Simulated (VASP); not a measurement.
Input of a VASP 6.6.1 run:

INCAR

```
SYSTEM = V
ALGO     = Fast           ! electronic algorithm
EDIFF    = 1E-7           ! SCF threshold, eV
ENCUT    = 520            ! plane-wave cutoff, eV
GGA      = PS             ! functional
ISIF     = 2              ! what is computed and relaxed
ISMEAR   = 0              ! smearing method
LASPH    = .TRUE.         ! aspherical terms in the spheres
LCHARG   = .TRUE.         ! write CHGCAR
LELF     = .TRUE.         ! ELF
LREAL    = .FALSE.        ! projectors in reciprocal space
LVHAR    = .TRUE.       
LWAVE    = .FALSE.        ! write WAVECAR
NBANDS   = 12             ! bands
NELM     = 100            ! most SCF steps
PREC     = Accurate       ! precision mode
SIGMA    = 0.15           ! smearing width, eV
```

The input KPOINTS:

```
k-points
0
G
  22 22 22
  0 0 0
```

The input POSCAR:

```
V
1.0
   -1.5583900000      1.5583900000      1.5130000000
    1.5583900000     -1.5583900000      1.5130000000
    1.5583900000      1.5583900000     -1.5130000000
V
1
Direct
    0.0000000000      0.0000000000      0.0000000000
```

Potentials or basis: VASP PAW PBE potentials, release 64 (V_sv).

Run with:

```sh
$ cat potpaw_PBE.64/V_sv/POTCAR > POTCAR
$ mpirun -np 1 vasp_std > vasp.out
```

Task: What does it give for the pressure?

Result: -19.2 GPa.

Task: What does it give for the band gap on the k mesh?

Result: Zero (an odd number of electrons rules out a gap without spin polarisation).

Stress tensor (GPa, compression positive):
```
-20.14   0.00   0.00
  0.00 -20.14   0.00
  0.00   0.00 -17.30
```

Caveat: the cell differs from its parent crystal (strain +0.030 along x and y, +0.000 along z); the cell stands under tension; the PAW data sets were made with another functional, which shifts forces and pressure a little.
